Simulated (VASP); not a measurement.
# AgCl (CsCl type) (Pm-3m) in VASP: a series of runs

AgCl (CsCl type) is run at these levels: PBEsol; tasks: single point.

All numbers are computed with VASP 6.6.1; they aren't measurements. Logs are shortened: lines on timing, memory, paths and dates and some standing lists are left out, and cuts for length are marked.

### 1 The cell of the first run

The structure is cubic, space group Pm-3m (No. 221). Conventional cell: a = 3.331 Å, b = 3.331 Å, c = 3.331 Å, α = 90.00°, β = 90.00°, γ = 90.00°. Ag (site symmetry m-3m) has 8 Cl at 2.88 Å and 6 Ag at 3.33 Å within 3.8 Å. Within 3.8 Å of Cl (site symmetry m-3m) lie 8 Ag at 2.88 Å and 6 Cl at 3.33 Å.

### 2 Single point, PBEsol (18.48 Å³/atom)

INCAR reads:

```
  PREC = Accurate
  ENCUT = 520
  EDIFF = 1E-6
  ISMEAR = -1
  SIGMA = 0.08
  LREAL = F
  LASPH = T
  NELM = 100
  ALGO = Normal
  ISIF = 2
  LWAVE = F
  LCHARG = T
  GGA = PS
  LELF = T
  LVHAR = T
  NBANDS = 16
```

KPOINTS reads:

```
Automatic mesh
0
Gamma
  13 13 13
```

POSCAR reads:

```
AgCl
1.0
    3.3307327798      0.0000000000      0.0000000000
    0.0000000000      3.3307327798      0.0000000000
    0.0000000000      0.0000000000      3.3307327798
Ag Cl
1 1
Direct
    0.0000000000      0.0000000000      0.0000000000
    0.5000000000      0.5000000000      0.5000000000
```

Potentials or basis: VASP PAW PBE potentials, release 64 (Ag, Cl).

The run is started by

```bash
> cat potpaw_PBE.64/Ag/POTCAR potpaw_PBE.64/Cl/POTCAR > POTCAR
> mpirun -np 1 vasp_std > vasp.out
```

OUTCAR:

```text
PREC = Accurate
   ENCUT = 520
   EDIFF = 1E-6
   ISMEAR = -1
   LREAL = F
   LASPH = T
   NELM = 100
   ISIF = 2
   GGA = PS

 ion  position               nearest neighbor table
   1  0.000  0.000  0.000-   2 2.88   2 2.88   2 2.88   2 2.88   2 2.88   2 2.88   2 2.88   2 2.88

   2  0.500  0.500  0.500-   1 2.88   1 2.88   1 2.88   1 2.88   1 2.88   1 2.88   1 2.88   1 2.88

  LATTYP: Found a simple cubic cell.
 ALAT       =     3.3307327798

  Lattice vectors:

 A1 = (   3.3307327798,   0.0000000000,   0.0000000000)
 A2 = (   0.0000000000,   3.3307327798,   0.0000000000)
 A3 = (   0.0000000000,   0.0000000000,   3.3307327798)

Analysis of symmetry for initial positions (statically):
=====================================================================
 Subroutine PRICEL returns:
 Original cell was already a primitive cell.

 Routine SETGRP: Setting up the symmetry group for a
 simple cubic supercell.

 Subroutine GETGRP returns: Found 48 space group operations
 (whereof 48 operations were pure point group operations)
 out of a pool of 48 trial point group operations.

The static configuration has the point symmetry O_h .

Analysis of symmetry for dynamics (positions and initial velocities):
=====================================================================
 Subroutine PRICEL returns:
 Original cell was already a primitive cell.

 Routine SETGRP: Setting up the symmetry group for a
 simple cubic supercell.

 Subroutine GETGRP returns: Found 48 space group operations
 (whereof 48 operations were pure point group operations)
 out of a pool of 48 trial point group operations.

The dynamic configuration has the point symmetry O_h .

 Subroutine INISYM returns: Found 48 space group operations
 (whereof 48 operations are pure point group operations),
 and found     1 'primitive' translations

----------------------------------------------------------------------------------------

                                     Primitive cell

  volume of cell :      36.9504

  direct lattice vectors                    reciprocal lattice vectors
     3.330732780  0.000000000  0.000000000     0.300234233  0.000000000  0.000000000
     0.000000000  3.330732780  0.000000000     0.000000000  0.300234233  0.000000000
     0.000000000  0.000000000  3.330732780     0.000000000  0.000000000  0.300234233

  length of vectors
     3.330732780  3.330732780  3.330732780     0.300234233  0.300234233  0.300234233

  position of ions in fractional coordinates (direct lattice)
     0.000000000  0.000000000  0.000000000
     0.500000000  0.500000000  0.500000000

  ion indices of the primitive-cell ions
   primitive index   ion index
                 1           1
                 2           2

----------------------------------------------------------------------------------------

 KPOINTS: Automatic mesh

Automatic generation of k-mesh.
 Grid dimensions read from file:
 generate k-points for:   13   13   13

 Generating k-lattice:

  Cartesian coordinates                     Fractional coordinates (reciprocal lattice)
     0.023094941  0.000000000  0.000000000     0.076923077  0.000000000  0.000000000
     0.000000000  0.023094941  0.000000000     0.000000000  0.076923077  0.000000000
     0.000000000  0.000000000  0.023094941     0.000000000  0.000000000  0.076923077

  Length of vectors
     0.023094941  0.023094941  0.023094941

  Shift w.r.t. Gamma in fractional coordinates (k-lattice)
     0.000000000  0.000000000  0.000000000

 Subroutine IBZKPT returns following result:
 ===========================================

 Found     84 irreducible k-points:

 Following reciprocal coordinates:
            Coordinates               Weight
  0.000000  0.000000  0.000000      1.000000
  0.076923  0.000000  0.000000      6.000000
  0.153846  0.000000  0.000000      6.000000
  0.230769  0.000000  0.000000      6.000000
  0.307692  0.000000  0.000000      6.000000
  0.384615  0.000000  0.000000      6.000000
[... 16 lines left out ...]
  0.307692  0.307692  0.000000     12.000000
  0.384615  0.307692  0.000000     24.000000
 [... further k-points ...]
   k-points           NKPTS =     84   k-points in BZ     NKDIM =     84   number of bands    NBANDS=     16
   number of dos      NEDOS =    301   number of ions     NIONS =      2
   total plane-waves  NPLWV =  21952
   dimension x,y,z NGX =    28 NGY =   28 NGZ =   28
   dimension x,y,z NGXF=    56 NGYF=   56 NGZF=   56
   ions per type =               1   1
   NGX,Y,Z   is equivalent  to a cutoff of  13.98, 13.98, 13.98 a.u.
   NGXF,Y,Z  is equivalent  to a cutoff of  27.95, 27.95, 27.95 a.u.
 SYSTEM =  unknown system
   PREC   = accura    normal or accurate (medium, high low for compatibility)
   ISTART =      0    job   : 0-new  1-cont  2-samecut
   ICHARG =      2    charge: 1-file 2-atom 10-const
   ISPIN  =      1    spin polarized calculation?
   LNONCOLLINEAR =      F non collinear calculations
   LSORBIT =      F    spin-orbit coupling
   LASPH  =      T    aspherical Exc in radial PAW
   ENCUT  =  520.0 eV  38.22 Ry    6.18 a.u.   6.19  6.19  6.19*2*pi/ulx,y,z
   NELM   =    100;   NELMIN=  2; NELMDL= -5     # of ELM steps
   EDIFF  = 0.1E-05   stopping-criterion for ELM
   LREAL  =      F    real-space projection
   EDIFFG = 0.1E-04   stopping-criterion for IOM
   NSW    =      0    number of steps for IOM
   IBRION =     -1    ionic relax: 0-MD 1-quasi-New 2-CG
   NFREE  =      0    steps in history (QN), initial steepest desc. (CG)
   ISIF   =      2    stress and relaxation
   ISYM   =      2    0-nonsym 1-usesym 2-fastsym
   POTIM  = 0.5000    time-step for ionic-motion
   TEBEG  =    0.0;   TEEND  =   0.0 temperature during run
   PSTRESS=    0.0 pullay stress
   NELECT =      18.0000    total number of electrons
   NUPDOWN=      -1.0000    fix difference up-down
   EMIN   =  10.00;   EMAX   =-10.00  energy-range for DOS
   EFERMI =   0.00;   METHOD = LEGACY
   ISMEAR =    -1;   SIGMA  =   0.08  broadening in eV -4-tet -1-fermi 0-gaus
   EFERMI_NEDOS =   21; number of points for ismear=-14 and -15
   IALGO  =     38    algorithm
   IMIX   =      4    mixing-type and parameters
     AMIX     =   0.40;   BMIX     =  1.00
     AMIX_MAG =   1.60;   BMIX_MAG =  1.00
  volume/ion in A,a.u.               =      18.48       124.68
  Fermi-wavevector in a.u.,A,eV,Ry     =   1.288129  2.434210 22.575809  1.659275
  Thomas-Fermi vector in A             =   2.420101
   LORBIT       =      0    0 simple, 1 ext, 2 COOP (PROOUT), +10 PAW based schemes
   GGA     = PS    functional components
   LHFCALC =     F    Hartree Fock is set to
   AEXX    =    0.0000 exact exchange contribution
   IVDW    =     0    specifies the selected vdW correction
   LEPSILON=     F    determine dielectric tensor
   LRPA    =     F    only Hartree local field effects (RPA)
 non-spin polarized calculation
  energy-cutoff  :      520.00
  volume of cell :       36.95
 maximum number of plane-waves:      1021
 NGX is ok and might be reduce to    28
   NGX = 13   NGY = 13   NGZ = 13

 number of electron      17.9999997 magnetization

 Free energy of the ion-electron system (eV)
  ---------------------------------------------------
  ext. energy  EPLUGINS =         0.00000000
  ---------------------------------------------------
  free energy    TOTEN  =        -5.82109900 eV

  energy without entropy =       -5.82076118  energy(sigma->0) =       -5.82093009

 E-fermi :   5.4093     XC(G=0): -11.1096

 val. band max:        4.9705646595   @ k =   0.4615   0.0000   0.0000
 cond. band min:       5.4385756542   @ k =   0.0000   0.0000   0.0000
 fundamental gap:      0.4680109947
 Fermi energy:         5.4093427951

 k-point     1 :       0.0000    0.0000    0.0000
  band No.  band energies     occupation
      1     -10.1935      2.00000
      2       1.8058      2.00000
      3       1.8058      2.00000
      4       2.9667      2.00000
      5       2.9667      2.00000
      6       2.9667      2.00000
[... 8 lines left out ...]
     15      19.1896      0.00000
     16      21.5980      0.00000

 k-point     2 :       0.0769    0.0000    0.0000
  band No.  band energies     occupation
      1     -10.1626      2.00000
      2       1.7311      2.00000
      3       1.8166      2.00000
      4       2.6920      2.00000
      5       2.6920      2.00000
      6       2.8967      2.00000
[... 8 lines left out ...]
     15      18.9498      0.00000
     16      21.5653      0.00000

 k-point     3 :       0.1538    0.0000    0.0000
  band No.  band energies     occupation
      1     -10.0749      2.00000
      2       1.3246      2.00000
      3       1.8466      2.00000
      4       2.3787      2.00000
      5       2.3787      2.00000
      6       2.6749      2.00000
[... 8 lines left out ...]
     15      18.5755      0.00000
     16      21.4754      0.00000

 k-point     4 :       0.2308    0.0000    0.0000
  band No.  band energies     occupation
      1      -9.9452      2.00000
      2       0.6280      2.00000
      3       1.8894      2.00000
      4       2.1109      2.00000
      5       2.1109      2.00000
      6       2.7839      2.00000
[... 8 lines left out ...]
     15      18.7659      0.00000
     16      21.3507      0.00000
[... 324 lines left out ...]
 k-point    22 :       0.4615    0.2308    0.0000
  band No.  band energies     occupation
      1      -9.4346      2.00000
      2      -0.3082      2.00000
      3       1.3236      2.00000
      4       1.9879      2.00000
      5       2.1773      2.00000
      6       2.8327      2.00000
[... 8 lines left out ...]
     15      19.7712      0.00000
     16      22.0015      0.00000

 k-point    23 :       0.3077    0.3077    0.0000
  band No.  band energies     occupation
      1      -9.4962      2.00000
      2       0.3276      2.00000
      3       1.0434      2.00000
      4       2.1536      2.00000
      5       2.2457      2.00000
      6       2.7214      2.00000
[... 8 lines left out ...]
     15      19.2826      0.00000
     16      20.3572      0.00000

 k-point    24 :       0.3846    0.3077    0.0000
  band No.  band energies     occupation
      1      -9.4002      2.00000
      2       0.1924      2.00000
      3       1.0341      2.00000
      4       2.1915      2.00000
      5       2.2348      2.00000
      6       2.7112      2.00000
[... 8 lines left out ...]
     15      19.2203      0.00000
     16      21.0789      0.00000

 [... further k-points ...]

------------------------ aborting loop because EDIFF is reached ----------------------------------------

  FORCE on cell =-STRESS in cart. coord.  units (eV):
  Direction    XX          YY          ZZ          XY          YZ          ZX
  --------------------------------------------------------------------------------------
  -------------------------------------------------------------------------------------
  Total       -0.0218745     -0.0218745     -0.0218745      0.0000000      0.0000000      0.0000000
  in kB       -0.9484836     -0.9484836     -0.9484836      0.0000000      0.0000000      0.0000000
  external PRESSURE =      -0.9484836 kB  Pullay stress =       0.0000000 kB

 VOLUME and BASIS-vectors are now :
 -----------------------------------------------------------------------------
  energy-cutoff  :      520.00
  volume of cell :       36.95
      direct lattice vectors                 reciprocal lattice vectors
     3.330732780  0.000000000  0.000000000     0.300234233  0.000000000  0.000000000
     0.000000000  3.330732780  0.000000000     0.000000000  0.300234233  0.000000000
     0.000000000  0.000000000  3.330732780     0.000000000  0.000000000  0.300234233

 POSITION                                       TOTAL-FORCE (eV/Angst)
 -----------------------------------------------------------------------------------
      0.00000      0.00000      0.00000         0.000000      0.000000      0.000000
      1.66537      1.66537      1.66537         0.000000      0.000000      0.000000
 -----------------------------------------------------------------------------------
    total drift:                               -0.000000      0.000000      0.000000

  FREE ENERGIE OF THE ION-ELECTRON SYSTEM (eV)
  ---------------------------------------------------
  free  energy   TOTEN  =        -5.8210989974 eV

  energy  without entropy=       -5.8207611823  energy(sigma->0) =       -5.82093009
```

It took 19 s on 1 thread of Intel Xeon 6975P-C (Granite Rapids), shared host; peak memory 0.19 GiB.

Results:

```
Free energy            : -5.8211 eV
Pressure               : -0.1 GPa
Band gap on the k mesh : 0.47 eV (least direct gap 2.28 eV)
```

Caveat: the PAW data sets were made with another functional, which shifts forces and pressure a little; an odd mesh through Γ misses points on the zone boundary, where band edges can lie.

### 3 Single point, PBEsol

INCAR reads:

```
SYSTEM = AgCl
PREC = Accurate
ENCUT = 520
EDIFF = 1E-6
ISMEAR = 1
SIGMA = 0.15
LREAL = .FALSE.
LASPH = .TRUE.
NELM = 100
ALGO = Normal
ISIF = 2
LWAVE = .FALSE.
LCHARG = .FALSE.
GGA = PS
NBANDS = 16
```

KPOINTS reads:

```
regular mesh
0
G
  13 13 13
  0 0 0
```

POSCAR is that of step 2.

Potentials or basis: VASP PAW PBE potentials, release 64 (Ag, Cl).

The run is started by

```bash
> cat potpaw_PBE.64/Ag/POTCAR potpaw_PBE.64/Cl/POTCAR > POTCAR
> mpirun -np 1 vasp_std > vasp.out
```

Run time: 21 s. Hardware: 1 thread of Intel Xeon 6975P-C (Granite Rapids), shared host; peak memory 0.19 GiB.

The run converged. Its results:

```yaml
Free_energy: -5.8201 eV
Pressure: -0.1 GPa
Band_gap_on_the_k_mesh: 0.47 eV (least direct gap 2.29 eV)
```

Levels at points of the mesh, in eV from the valence-band top:
```
           k point  band 7  band 8  band 9  band 10  band 11  band 12
(0.00, 0.00, 0.00)   -1.82   -1.82   -1.82     0.47     9.20     9.20
```

Caveat: the PAW data sets were made with another functional, which shifts forces and pressure a little; an odd mesh through Γ misses points on the zone boundary, where band edges can lie.
